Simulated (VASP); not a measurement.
# Rb (I4/mmm) in VASP: notebook

Runs on Rb. Level: PBEsol. Tasks: single point.

Program: VASP 6.6.1. These are calculated values, not measurements. Logs are shortened: lines on timing, memory, paths and dates and some standing lists are left out, and cuts for length are marked.

### Step 1. The cell of the first run

The structure is tetragonal, space group I4/mmm (No. 139). Conventional cell: a = 5.388 Å, b = 5.388 Å, c = 5.836 Å, α = 90.00°, β = 90.00°, γ = 90.00°.

### Step 2. Single point, PBEsol (strain -0.040 along x and y, +0.040 along z)

Contents of INCAR:

```
SYSTEM = Rb
ALGO = Fast ; EDIFF = 1E-6
ENCUT = 520 ; GGA = PS
ISIF = 2 ; ISMEAR = 0
LASPH = .True. ; LCHARG = .False.
LREAL = .False. ; LWAVE = .False.
NBANDS = 10 ; NELM = 80
PREC = Accurate ; SIGMA = 0.15
```

Contents of KPOINTS:

```
k-points
0
Gamma
  12 12 12
  0 0 0
```

Contents of POSCAR:

```
Rb
1.0
   -2.6937600000      2.6937600000      2.9182400000
    2.6937600000     -2.6937600000      2.9182400000
    2.6937600000      2.6937600000     -2.9182400000
Rb
1
Direct
    0.0000000000      0.0000000000      0.0000000000
```

Potentials or basis: VASP PAW PBE potentials, release 64 (Rb_sv).

Launch:

```sh
$ cat potpaw_PBE.64/Rb_sv/POTCAR > POTCAR
$ mpirun -np 1 vasp_std > vasp.out
```

OUTCAR:

```text
SYSTEM = Rb
   EDIFF = 1E-6
   ENCUT = 520
   GGA = PS
   ISIF = 2
   ISMEAR = 0
   LASPH = .True.
   LREAL = .False.
   NELM = 80
   PREC = Accurate

 ion  position               nearest neighbor table
   1  0.000  0.000  0.000-

  LATTYP: Found a body centered tetragonal cell.
 ALAT       =     5.3875200000
 C/A-ratio  =     1.0833333333

  Lattice vectors:

 A1 = (  -2.6937600000,   2.6937600000,   2.9182400000)
 A2 = (   2.6937600000,  -2.6937600000,   2.9182400000)
 A3 = (   2.6937600000,   2.6937600000,  -2.9182400000)

Analysis of symmetry for initial positions (statically):
=====================================================================
 Subroutine PRICEL returns:
 Original cell was already a primitive cell.

 Routine SETGRP: Setting up the symmetry group for a
 body centered tetragonal supercell.

 Subroutine GETGRP returns: Found 16 space group operations
 (whereof 16 operations were pure point group operations)
 out of a pool of 16 trial point group operations.

The static configuration has the point symmetry D_4h.

Analysis of symmetry for dynamics (positions and initial velocities):
=====================================================================
 Subroutine PRICEL returns:
 Original cell was already a primitive cell.

 Routine SETGRP: Setting up the symmetry group for a
 body centered tetragonal supercell.

 Subroutine GETGRP returns: Found 16 space group operations
 (whereof 16 operations were pure point group operations)
 out of a pool of 16 trial point group operations.

The dynamic configuration has the point symmetry D_4h.

 Subroutine INISYM returns: Found 16 space group operations
 (whereof 16 operations are pure point group operations),
 and found     1 'primitive' translations

----------------------------------------------------------------------------------------

                                     Primitive cell

  volume of cell :      84.7030

  direct lattice vectors                    reciprocal lattice vectors
    -2.693760000  2.693760000  2.918240000     0.000000000  0.185614160  0.171336148
     2.693760000 -2.693760000  2.918240000     0.185614160  0.000000000  0.171336148
     2.693760000  2.693760000 -2.918240000     0.185614160  0.185614160  0.000000000

  length of vectors
     4.798834293  4.798834293  4.798834293     0.252603824  0.252603824  0.262498063

  position of ions in fractional coordinates (direct lattice)
     0.000000000  0.000000000  0.000000000

  ion indices of the primitive-cell ions
   primitive index   ion index
                 1           1

----------------------------------------------------------------------------------------

 KPOINTS: k-points

Automatic generation of k-mesh.
 Grid dimensions read from file:
 generate k-points for:   12   12   12

 Generating k-lattice:

  Cartesian coordinates                     Fractional coordinates (reciprocal lattice)
     0.000000000  0.015467847  0.014278012     0.083333333  0.000000000  0.000000000
     0.015467847  0.000000000  0.014278012     0.000000000  0.083333333  0.000000000
     0.015467847  0.015467847  0.000000000     0.000000000  0.000000000  0.083333333

  Length of vectors
     0.021050319  0.021050319  0.021874839

  Shift w.r.t. Gamma in fractional coordinates (k-lattice)
     0.000000000  0.000000000  0.000000000

 Subroutine IBZKPT returns following result:
 ===========================================

 Found    163 irreducible k-points:

 Following reciprocal coordinates:
            Coordinates               Weight
  0.000000  0.000000  0.000000      1.000000
  0.083333  0.000000  0.000000      8.000000
  0.166667  0.000000  0.000000      8.000000
  0.250000 -0.000000  0.000000      8.000000
  0.333333  0.000000  0.000000      8.000000
  0.416667  0.000000  0.000000      8.000000
[... 16 lines left out ...]
  0.500000  0.166667  0.000000     16.000000
 -0.416667  0.166667  0.000000     16.000000
 [... further k-points ...]
   k-points           NKPTS =    163   k-points in BZ     NKDIM =    163   number of bands    NBANDS=     10
   number of dos      NEDOS =    301   number of ions     NIONS =      1
   total plane-waves  NPLWV =  46656
   dimension x,y,z NGX =    36 NGY =   36 NGZ =   36
   dimension x,y,z NGXF=    72 NGYF=   72 NGZF=   72
   ions per type =               1
   NGX,Y,Z   is equivalent  to a cutoff of  12.47, 12.47, 12.47 a.u.
   NGXF,Y,Z  is equivalent  to a cutoff of  24.94, 24.94, 24.94 a.u.
 SYSTEM =  Rb
   PREC   = accura    normal or accurate (medium, high low for compatibility)
   ISTART =      0    job   : 0-new  1-cont  2-samecut
   ICHARG =      2    charge: 1-file 2-atom 10-const
   ISPIN  =      1    spin polarized calculation?
   LNONCOLLINEAR =      F non collinear calculations
   LSORBIT =      F    spin-orbit coupling
   LASPH  =      T    aspherical Exc in radial PAW
   ENCUT  =  520.0 eV  38.22 Ry    6.18 a.u.   8.92  8.92  8.92*2*pi/ulx,y,z
   NELM   =     80;   NELMIN=  2; NELMDL= -5     # of ELM steps
   EDIFF  = 0.1E-05   stopping-criterion for ELM
   LREAL  =      F    real-space projection
   EDIFFG = 0.1E-04   stopping-criterion for IOM
   NSW    =      0    number of steps for IOM
   IBRION =     -1    ionic relax: 0-MD 1-quasi-New 2-CG
   NFREE  =      0    steps in history (QN), initial steepest desc. (CG)
   ISIF   =      2    stress and relaxation
   ISYM   =      2    0-nonsym 1-usesym 2-fastsym
   POTIM  = 0.5000    time-step for ionic-motion
   TEBEG  =    0.0;   TEEND  =   0.0 temperature during run
   PSTRESS=    0.0 pullay stress
   NELECT =       9.0000    total number of electrons
   NUPDOWN=      -1.0000    fix difference up-down
   EMIN   =  10.00;   EMAX   =-10.00  energy-range for DOS
   EFERMI =   0.00;   METHOD = LEGACY
   ISMEAR =     0;   SIGMA  =   0.15  broadening in eV -4-tet -1-fermi 0-gaus
   EFERMI_NEDOS =   21; number of points for ismear=-14 and -15
   IALGO  =     68    algorithm
   IMIX   =      4    mixing-type and parameters
     AMIX     =   0.40;   BMIX     =  1.00
     AMIX_MAG =   1.60;   BMIX_MAG =  1.00
  volume/ion in A,a.u.               =      84.70       571.60
  Fermi-wavevector in a.u.,A,eV,Ry     =   0.775395  1.465283  8.180322  0.601237
  Thomas-Fermi vector in A             =   1.877653
   LORBIT       =      0    0 simple, 1 ext, 2 COOP (PROOUT), +10 PAW based schemes
   GGA     = PS    functional components
   LHFCALC =     F    Hartree Fock is set to
   AEXX    =    0.0000 exact exchange contribution
   IVDW    =     0    specifies the selected vdW correction
   LEPSILON=     F    determine dielectric tensor
   LRPA    =     F    only Hartree local field effects (RPA)
 non-spin polarized calculation
 RMM-DIIS sequential band-by-band and
 Gauss-broadening in eV      SIGMA  =   0.15
  energy-cutoff  :      520.00
  volume of cell :       84.70
 maximum number of plane-waves:      2314
   NGX = 17   NGY = 17   NGZ = 17

 number of electron       9.0000000 magnetization

 Free energy of the ion-electron system (eV)
  ---------------------------------------------------
  ext. energy  EPLUGINS =         0.00000000
  ---------------------------------------------------
  free energy    TOTEN  =        -1.02854944 eV

  energy without entropy =       -1.01765326  energy(sigma->0) =       -1.02310135

 E-fermi :   0.1057     XC(G=0):  -5.7024

 val. band max:        0.0731338053   @ k =  -0.4167   0.4167   0.0833
 cond. band min:       0.1329664800   @ k =   0.5000   0.3333   0.0833
 fundamental gap:      0.0598326747
 Fermi energy:         0.1056506855

 k-point     1 :       0.0000    0.0000    0.0000
  band No.  band energies     occupation
      1     -28.7110      2.00000
      2     -12.7501      2.00000
      3     -12.7501      2.00000
      4     -12.7495      2.00000
      5      -1.9650      2.00000
      6       3.7391      0.00000
      7       3.7391      0.00000
      8       4.1446      0.00000
      9       4.5596      0.00000
     10       5.1320      0.00000

 k-point     2 :       0.0833    0.0000    0.0000
  band No.  band energies     occupation
      1     -28.7106      2.00000
      2     -12.7584      2.00000
      3     -12.7526      2.00000
      4     -12.7497      2.00000
      5      -1.8792      2.00000
      6       3.6163      0.00000
      7       3.7185      0.00000
      8       4.1327      0.00000
      9       4.4361      0.00000
     10       5.0344      0.00000

 k-point     3 :       0.1667    0.0000    0.0000
  band No.  band energies     occupation
      1     -28.7096      2.00000
      2     -12.7817      2.00000
      3     -12.7595      2.00000
      4     -12.7497      2.00000
      5      -1.6279      2.00000
      6       3.1623      0.00000
      7       3.5443      0.00000
      8       4.2895      0.00000
      9       4.3994      0.00000
     10       4.9040      0.00000

 k-point     4 :       0.2500   -0.0000    0.0000
  band No.  band energies     occupation
      1     -28.7081      2.00000
      2     -12.8130      2.00000
      3     -12.7688      2.00000
      4     -12.7496      2.00000
      5      -1.2290      2.00000
      6       2.5457      0.00000
      7       3.2851      0.00000
      8       4.4959      0.00000
      9       4.6654      0.00000
     10       4.8643      0.00000
[... 222 lines left out ...]
 k-point    22 :       0.4167    0.1667    0.0000
  band No.  band energies     occupation
      1     -28.7048      2.00000
      2     -12.8633      2.00000
      3     -12.7995      2.00000
      4     -12.7593      2.00000
      5       0.5631      0.00002
      6       0.9614      0.00000
      7       2.4384      0.00000
      8       4.1753      0.00000
      9       5.2964      0.00000
     10       5.4839      0.00000

 k-point    23 :       0.5000    0.1667    0.0000
  band No.  band energies     occupation
      1     -28.7051      2.00000
      2     -12.8591      2.00000
      3     -12.7951      2.00000
      4     -12.7602      2.00000
      5       0.1496      0.67859
      6       1.3581      0.00000
      7       2.4980      0.00000
      8       4.2581      0.00000
      9       5.0647      0.00000
     10       5.6319      0.00000

 k-point    24 :      -0.4167    0.1667    0.0000
  band No.  band energies     occupation
      1     -28.7060      2.00000
      2     -12.8451      2.00000
      3     -12.7848      2.00000
      4     -12.7604      2.00000
      5      -0.4341      2.00000
      6       1.9213      0.00000
      7       2.6388      0.00000
      8       4.3659      0.00000
      9       4.9016      0.00000
     10       5.4814      0.00000

 [... further k-points ...]

------------------------ aborting loop because EDIFF is reached ----------------------------------------

  FORCE on cell =-STRESS in cart. coord.  units (eV):
  Direction    XX          YY          ZZ          XY          YZ          ZX
  --------------------------------------------------------------------------------------
  -------------------------------------------------------------------------------------
  Total        0.0362524      0.0362524      0.0299022      0.0000000      0.0000000      0.0000000
  in kB        0.6857234      0.6857234      0.5656080      0.0000000      0.0000000      0.0000000
  external PRESSURE =       0.6456849 kB  Pullay stress =       0.0000000 kB

 VOLUME and BASIS-vectors are now :
 -----------------------------------------------------------------------------
  energy-cutoff  :      520.00
  volume of cell :       84.70
      direct lattice vectors                 reciprocal lattice vectors
    -2.693760000  2.693760000  2.918240000     0.000000000  0.185614160  0.171336148
     2.693760000 -2.693760000  2.918240000     0.185614160  0.000000000  0.171336148
     2.693760000  2.693760000 -2.918240000     0.185614160  0.185614160  0.000000000

 POSITION                                       TOTAL-FORCE (eV/Angst)
 -----------------------------------------------------------------------------------
      0.00000      0.00000      0.00000        -0.000000     -0.000000     -0.000000
 -----------------------------------------------------------------------------------
    total drift:                               -0.000000      0.000000      0.000000

  FREE ENERGIE OF THE ION-ELECTRON SYSTEM (eV)
  ---------------------------------------------------
  free  energy   TOTEN  =        -1.0285494441 eV

  energy  without entropy=       -1.0176532587  energy(sigma->0) =       -1.02310135
```

It took 39 s on 1 thread of Intel Xeon 6975P-C (Granite Rapids), shared host; peak memory 0.28 GiB.

Results:

| Item | Value |
| --- | --- |
| Free energy | -1.0285 eV |
| Pressure | 0.1 GPa |

Levels at points of the mesh, in eV from the Fermi level:
```tsv
k point	band 1	band 2	band 3	band 4	band 5	band 6	band 7	band 8	band 9	band 10
(0.00, 0.00, 0.00)	-28.82	-12.86	-12.86	-12.86	-2.07	3.63	3.63	4.04	4.45	5.03
(0.50, 0.00, 0.00)	-28.81	-12.98	-12.89	-12.85	0.18	0.78	2.76	4.25	5.38	5.50
(0.50, 0.50, 0.00)	-28.81	-12.98	-12.90	-12.86	0.31	0.97	2.33	4.64	5.15	5.83
(0.50, 0.50, 0.50)	-28.81	-12.96	-12.94	-12.94	1.09	1.33	2.91	3.71	3.71	5.22
```

Caveat: the cell differs from its parent crystal (strain -0.040 along x and y, +0.040 along z); the PAW data sets were made with another functional, which shifts forces and pressure a little.

### Step 3. Single point, PBEsol (strain +0.000 along x and y, -0.040 along z)

Contents of INCAR:

```
SYSTEM = Rb
PREC = Accurate
ENCUT = 520
EDIFF = 1E-7
ISMEAR = 0
SIGMA = 0.15
LREAL = .FALSE.
LASPH = .TRUE.
NELM = 80
ALGO = Fast
ISIF = 2
LWAVE = .FALSE.
LCHARG = .FALSE.
GGA = PS
NBANDS = 10
```

Contents of KPOINTS:

```
Automatic mesh
0
G
  12 12 12
  0 0 0
```

Contents of POSCAR:

```
Rb
1.0
   -2.8060000000      2.8060000000      2.6937600000
    2.8060000000     -2.8060000000      2.6937600000
    2.8060000000      2.8060000000     -2.6937600000
Rb
1
Direct
    0.0000000000      0.0000000000      0.0000000000
```

Potentials or basis: VASP PAW PBE potentials, release 64 (Rb_sv).

Launch:

```sh
$ cat potpaw_PBE.64/Rb_sv/POTCAR > POTCAR
$ mpirun -np 1 vasp_std > vasp.out
```

OUTCAR:

```text
SYSTEM = Rb
   PREC = Accurate
   ENCUT = 520
   EDIFF = 1E-7
   ISMEAR = 0
   LREAL = .FALSE.
   LASPH = .TRUE.
   NELM = 80
   ISIF = 2
   GGA = PS

 ion  position               nearest neighbor table
   1  0.000  0.000  0.000-

  LATTYP: Found a body centered tetragonal cell.
 ALAT       =     5.6120000000
 C/A-ratio  =     0.9600000000

  Lattice vectors:

 A1 = (  -2.8060000000,   2.8060000000,   2.6937600000)
 A2 = (   2.8060000000,  -2.8060000000,   2.6937600000)
 A3 = (   2.8060000000,   2.8060000000,  -2.6937600000)
[... 492 lines left out ...]

 [... further k-points ...]

------------------------ aborting loop because EDIFF is reached ----------------------------------------

  FORCE on cell =-STRESS in cart. coord.  units (eV):
  Direction    XX          YY          ZZ          XY          YZ          ZX
  --------------------------------------------------------------------------------------
  -------------------------------------------------------------------------------------
  Total        0.0279336      0.0279336      0.0364865      0.0000000     -0.0000000     -0.0000000
  in kB        0.5275262      0.5275262      0.6890465      0.0000000     -0.0000000     -0.0000000
  external PRESSURE =       0.5813663 kB  Pullay stress =       0.0000000 kB

 VOLUME and BASIS-vectors are now :
 -----------------------------------------------------------------------------
  energy-cutoff  :      520.00
  volume of cell :       84.84
      direct lattice vectors                 reciprocal lattice vectors
    -2.806000000  2.806000000  2.693760000     0.000000000  0.178189594  0.185614160
     2.806000000 -2.806000000  2.693760000     0.178189594  0.000000000  0.185614160
     2.806000000  2.806000000 -2.693760000     0.178189594  0.178189594  0.000000000

 POSITION                                       TOTAL-FORCE (eV/Angst)
 -----------------------------------------------------------------------------------
      0.00000      0.00000      0.00000         0.000000      0.000000     -0.000000
 -----------------------------------------------------------------------------------
    total drift:                               -0.000000      0.000000      0.000000

  FREE ENERGIE OF THE ION-ELECTRON SYSTEM (eV)
  ---------------------------------------------------
  free  energy   TOTEN  =        -1.0287309465 eV

  energy  without entropy=       -1.0177552510  energy(sigma->0) =       -1.02324310
```

stdout:

```text
POSCAR found type information on POSCAR Rb
 POSCAR found :  1 types and       1 ions
 scaLAPACK will be used
 -----------------------------------------------------------------------------
|                                                                             |
|                                                                             |
|     You enforced a specific xc type in the INCAR file but a different       |
|     I HOPE YOU KNOW WHAT YOU ARE DOING!                                     |
|                                                                             |
 -----------------------------------------------------------------------------

 LDA part: xc-table for (Slater+PW92), standard interpolation
 POSCAR, INCAR and KPOINTS ok, starting setup
 FFT: planning ... GRIDC
 FFT: planning ... GRID_SOFT
 FFT: planning ... GRID
 WAVECAR not read
 entering main loop
WARNING in EDDRMM: call to ZHEGV failed, returncode =   8  4      5
WARNING in EDDRMM: call to ZHEGV failed, returncode =   8  4      9
WARNING in EDDRMM: call to ZHEGV failed, returncode =   6  3      8
WARNING in EDDRMM: call to ZHEGV failed, returncode =   8  4     10
WARNING in EDDRMM: call to ZHEGV failed, returncode =   6  3      5
WARNING in EDDRMM: call to ZHEGV failed, returncode =   6  3      7
WARNING in EDDRMM: call to ZHEGV failed, returncode =   6  3      5
```

It took 50 s on 1 thread of Intel Xeon 6975P-C (Granite Rapids), shared host; peak memory 0.28 GiB.

Results:

- Free energy: -1.0287 eV
- Pressure: 0.1 GPa

Levels at points of the mesh, in eV from the Fermi level:
| k point | band 3 | band 4 | band 5 | band 6 | band 7 | band 8 |
| --- | --- | --- | --- | --- | --- | --- |
| (0.00, 0.00, 0.00) | -12.85 | -12.85 | -2.07 | 3.61 | 3.83 | 3.83 |
| (0.50, 0.00, 0.00) | -12.90 | -12.86 | 0.25 | 0.87 | 2.53 | 4.46 |
| (0.50, 0.50, 0.00) | -12.89 | -12.85 | 0.18 | 0.77 | 2.76 | 4.30 |
| (0.50, 0.50, 0.50) | -12.94 | -12.93 | 1.16 | 1.27 | 3.30 | 3.30 |

Caveat: the cell differs from its parent crystal (strain +0.000 along x and y, -0.040 along z); the PAW data sets were made with another functional, which shifts forces and pressure a little.

### Step 4. Single point, PBEsol (strain -0.040 along x and y, +0.080 along z)

Contents of INCAR:

```
ALGO = Fast ; EDIFF = 1E-6
ENCUT = 520 ; GGA = PS
ISIF = 2 ; ISMEAR = 0
LASPH = True ; LCHARG = True
LELF = True ; LREAL = False
LVHAR = True ; LWAVE = False
NBANDS = 10 ; NELM = 100
PREC = Accurate ; SIGMA = 0.15
```

Contents of KPOINTS:

```
k-points
0
Gamma
  12 12 12
```

Contents of POSCAR:

```
Rb
1.0
   -2.6937600000      2.6937600000      3.0304800000
    2.6937600000     -2.6937600000      3.0304800000
    2.6937600000      2.6937600000     -3.0304800000
Rb
1
Direct
    0.0000000000      0.0000000000      0.0000000000
```

Launch:

```sh
$ cat potpaw_PBE.64/Rb_sv/POTCAR > POTCAR
$ mpirun -np 1 vasp_std > vasp.out
```

Wall time 40 s (1 thread of Intel Xeon 6975P-C (Granite Rapids), shared host); peak memory 0.29 GiB.

The run converged. Its results:

```
Free energy : -1.0286 eV
Pressure    : 0.0 GPa
```

Levels at points of the mesh, in eV from the Fermi level:
| k point | band 3 | band 4 | band 5 | band 6 | band 7 | band 8 |
| --- | --- | --- | --- | --- | --- | --- |
| (0.00, 0.00, 0.00) | -12.88 | -12.88 | -2.02 | 3.57 | 3.57 | 4.13 |
| (0.50, 0.00, 0.00) | -12.91 | -12.88 | 0.17 | 0.73 | 2.83 | 4.08 |
| (0.50, 0.50, 0.00) | -12.92 | -12.89 | 0.37 | 1.00 | 2.22 | 4.63 |
| (0.50, 0.50, 0.50) | -12.95 | -12.95 | 1.06 | 1.42 | 2.60 | 3.73 |

Caveat: the cell differs from its parent crystal (strain -0.040 along x and y, +0.080 along z); the PAW data sets were made with another functional, which shifts forces and pressure a little.

[end of part 1 of 2]
